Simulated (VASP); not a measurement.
Here is a VASP 6.6.1 calculation.

INCAR

```
SYSTEM = SnO2
  PREC = Accurate
  ENCUT = 520
  EDIFF = 1E-7
  ISMEAR = -1
  SIGMA = 0.05
  LREAL = .False.
  LASPH = .True.
  NELM = 60
  ALGO = Normal
  ISIF = 2
  LWAVE = .False.
  LCHARG = .False.
  GGA = RE
  IVDW = 13
  NBANDS = 64
```

The input KPOINTS:

```
Automatic mesh
0
Gamma
  5 5 5
  0 0 0
```

File POSCAR:

```
SnO2
1.0
    5.1296834654      0.0000000000      0.0000000000
    0.0000000000      5.1296834654      0.0000000000
    0.0000000000      0.0000000000      5.1296834654
Sn O
4 8
Direct
    0.0000000000      0.0000000000      0.0000000000
    0.5000000000      0.0000000000      0.5000000000
    0.5000000000      0.5000000000      0.0000000000
    0.0000000000      0.5000000000      0.5000000000
    0.6589941733      0.8410058267      0.1589941733
    0.8410058267      0.1589941733      0.6589941733
    0.1589941733      0.6589941733      0.8410058267
    0.3410058267      0.3410058267      0.3410058267
    0.6589941733      0.6589941733      0.6589941733
    0.8410058267      0.3410058267      0.1589941733
    0.1589941733      0.8410058267      0.3410058267
    0.3410058267      0.1589941733      0.8410058267
```

Potentials or basis: VASP PAW PBE potentials, release 64 (Sn_d, O).

The run is started by

```console
$ cat potpaw_PBE.64/Sn_d/POTCAR potpaw_PBE.64/O/POTCAR > POTCAR
$ mpirun -np 1 vasp_std > vasp.out
```

**Question.** Predict the band gap on the k mesh.

**Answer.** 0.86 eV (least direct gap 0.92 eV).

**Question.** Estimate the pressure.

**Answer.** 0.6 GPa.

Caveat: the PAW data sets were made with another functional, which shifts forces and pressure a little; spin-orbit coupling is left out, which moves the levels of the heavy elements; an odd mesh through Γ misses points on the zone boundary, where band edges can lie.
